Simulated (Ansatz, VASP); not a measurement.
## C: VASP beside Ansatz

The input INCAR:

```
SYSTEM = C
PREC = Accurate
ENCUT = 520
EDIFF = 1E-6
ISMEAR = 0
SIGMA = 0.05
LREAL = .False.
LASPH = .True.
NELM = 60
ALGO = Normal
ISIF = 2
LWAVE = .False.
LCHARG = .True.
GGA = PE
LELF = .True.
LVHAR = .True.
NBANDS = 26
```

KPOINTS

```
Automatic mesh
0
Gamma
  12 12 4
  0 0 0
```

Contents of POSCAR:

```
C
1.0
    2.5810158241      0.0000000000      0.0000000000
   -1.2905079120      2.2352252712      0.0000000000
    0.0000000000      0.0000000000      8.5123092337
C
8
Direct
   -0.0055028011     -0.0110056021      0.0929732494
   -0.0055028011     -0.0110056021      0.5929732494
   -0.0055028011     -0.0110056021      0.4070267506
   -0.0055028011     -0.0110056021      0.9070267506
    0.3388361344      0.6776722688      0.1555299995
    0.6721694677      0.3443389355      0.6555299995
    0.3388361344      0.6776722688      0.3444700005
    0.6721694677      0.3443389355      0.8444700005
```

Input for Ansatz:

```yaml
crystal:
  lattice:
    - [2.5810158241, 0.0, 0.0]
    - [-1.290507912, 2.2352252712, 0.0]
    - [0.0, 0.0, 8.5123092337]
  atoms:
    - { symbol: C, position: [-0.0055028011, -0.0110056021, 0.0929732494] }
    - { symbol: C, position: [-0.0055028011, -0.0110056021, 0.5929732494] }
    - { symbol: C, position: [-0.0055028011, -0.0110056021, 0.4070267506] }
    - { symbol: C, position: [-0.0055028011, -0.0110056021, 0.9070267506] }
    - { symbol: C, position: [0.3388361344, 0.6776722688, 0.1555299995] }
    - { symbol: C, position: [0.6721694677, 0.3443389355, 0.6555299995] }
    - { symbol: C, position: [0.3388361344, 0.6776722688, 0.3444700005] }
    - { symbol: C, position: [0.6721694677, 0.3443389355, 0.8444700005] }
basis:
  ecutwfc: 520.0
kpoints:
  mp_grid: { grid: [12, 12, 4] }
hamiltonian:
  xc: pbe
  pseudopotentials: { kind: paw, azcp: { folder: soft_1 } }
scf:
  occupations: { method: gaussian, width: 0.05 }
output:
  forces: true
  stress: true
  eigenvalues: true
```

Change from the starting cell: mode 14 frozen in at -0.024 Å, equal normal strain along x, y and z +0.0250.

Alike in both runs: task single point; functional PBE; k mesh 12 × 12 × 4; occupations gaussian, width 0.05 eV; no spin polarisation.

|  | VASP | Ansatz |
| --- | --- | --- |
| version | VASP 6.6.1 | Ansatz 0.2.0 |
| potentials or method | VASP PAW PBE potentials, release 64 (C), cutoff 520 eV | scalar-relativistic, plane waves, PAW |
| valence electrons in the cell | 32 | 32 |

```csv
,VASP,Ansatz,Ansatz less VASP
gap on the k mesh at the Fermi level (eV),4.06,4.07,+0.008
least direct gap on the mesh (eV),4.71,4.72,+0.005
pressure (GPa),-26.8,-27.2,-0.39
"traceless stress, the component that is largest in VASP (GPa)",0.62,0.60,-0.020
rms of the force components (eV/Å),0.747,0.741,-0.0065
```

Atom by atom the forces differ by 0.007 eV/Å (rms over components).
